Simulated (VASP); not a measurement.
## In: single point with r2SCAN

The system is In.

```xyz
3
Lattice="5.3117 0.0000 0.0000 -2.6559 4.6001 0.0000 0.0000 0.0000 3.2857" Properties=species:S:1:pos:R:3 pbc="T T T"
In    2.6559    4.6001    0.0000
In    0.0000    3.0667    1.6429
In    2.6559    1.5334    1.6429
```

This isn't the form of In at room conditions, which is tetragonal.

```json
{
 "Program": "VASP 6.6.1",
 "Task": "single point",
 "Functional": "r2SCAN",
 "Potentials or basis": "VASP PAW PBE potentials, release 64 (In_d)",
 "Cutoff": "520 eV",
 "k mesh": "7 × 7 × 10",
 "Occupations": "fermi-dirac, width 0.1 eV",
 "Spin": "no spin polarisation"
}
```

The pressure is 0.0 GPa and the band gap on the k mesh is zero (an odd number of electrons rules out a gap without spin polarisation).

Stress tensor (GPa, compression positive):
```
0.02 0.00 0.00
0.00 0.02 0.00
0.00 0.00 0.09
```

Levels at points of the mesh, in eV from the Fermi level:
```tsv
k point	band 15	band 16	band 17	band 18	band 19	band 20	band 21	band 22	band 23	band 24
(0.00, 0.00, 0.00)	-14.92	-9.92	-2.79	-2.55	-1.09	-1.09	-0.96	-0.96	4.80	8.41
(0.00, 0.00, 0.50)	-14.84	-6.38	-5.32	1.01	1.13	1.13	1.17	1.31	1.40	2.55
```

It took 2.7 min on 1 thread of Intel(R) Xeon(R) Platinum 8488C (Sapphire Rapids), with other jobs on the host, peak memory 0.23 GiB.

Caveat: the PAW data sets were made with another functional, which shifts forces and pressure a little; spin-orbit coupling is left out, which moves the levels of the heavy elements.
